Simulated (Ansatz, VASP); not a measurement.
**P: VASP beside Ansatz**

```
P
1.0
     3.28373    0.00000    0.00000
     0.00000   34.85703    0.00000
     0.00000    0.00000    4.63208
P
4
Direct
  0.00000 0.97026 0.59215
  0.00000 0.02974 0.40785
  0.50000 0.02974 0.09215
  0.50000 0.97026 0.90785
```

Alike in both runs: task relaxation of cell and atoms; functional PBEsol; k mesh 8 × 1 × 6; occupations gaussian, width 0.02 eV; no spin polarisation.

|  | VASP | Ansatz |
| --- | --- | --- |
| version | VASP 6.6.1 | Ansatz 0.2.0 |
| potentials or method | VASP PAW PBE potentials, release 64 (P), cutoff 600 eV | scalar-relativistic, plane waves, PAW |
| valence electrons in the cell | 20 | 20 |

VASP gave:

- gap on the k mesh at the Fermi level, each at its own relaxed structure (eV): 0.73
- relaxed volume (Å³/atom): 128.23
- relaxed cell length with the largest relative difference (Å): 35.192

Task: Which values does Ansatz return?

Result: gap on the k mesh at the Fermi level, each at its own relaxed structure (eV): 0.70; relaxed volume (Å³/atom): 127.05; relaxed cell length with the largest relative difference (Å): 34.875.

VASP's potentials were made for PBE, not for PBEsol.
